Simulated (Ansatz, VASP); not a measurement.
## One calculation of HfN, two programs

```
Hf N
1.0
     0.00000    2.27381    2.27381
     2.27381    0.00000    2.27381
     2.27381    2.27381    0.00000
Hf N
1 1
Direct
  0.99900 0.00234 0.00100
  0.51280 0.47014 0.48720
```

Change from the starting cell: mode 4 frozen in at -0.097 Å and mode 6 at -0.039 Å (largest displacements).

Alike in both runs: task single point; functional PBE; k mesh 16 × 16 × 16; occupations gaussian, width 0.15 eV; no spin polarisation.

|  | VASP | Ansatz |
| --- | --- | --- |
| version | VASP 6.6.1 | Ansatz 0.2.0 |
| potentials or method | VASP PAW PBE potentials, release 64 (Hf_pv, N), cutoff 520 eV | scalar-relativistic, plane waves, PAW |
| valence electrons in the cell | 15 | 31 |

```tsv
	VASP	Ansatz	Ansatz less VASP
gap on the k mesh at the Fermi level (eV)	none	none	-
pressure (GPa)	-0.7	1.6	+2.28
traceless stress, the component that is largest in VASP (GPa)	2.43	2.46	+0.030
rms of the force components (eV/Å)	0.712	0.713	+0.0010
```

Atom by atom the forces differ by 0.001 eV/Å (rms over components). A gap of «none» marks a metal or a gap that the smearing closes. VASP's potentials hold 15 valence electrons a cell and Ansatz's 31, so a difference there can come from the potentials and not from the codes.

Spin-orbit coupling is off throughout.
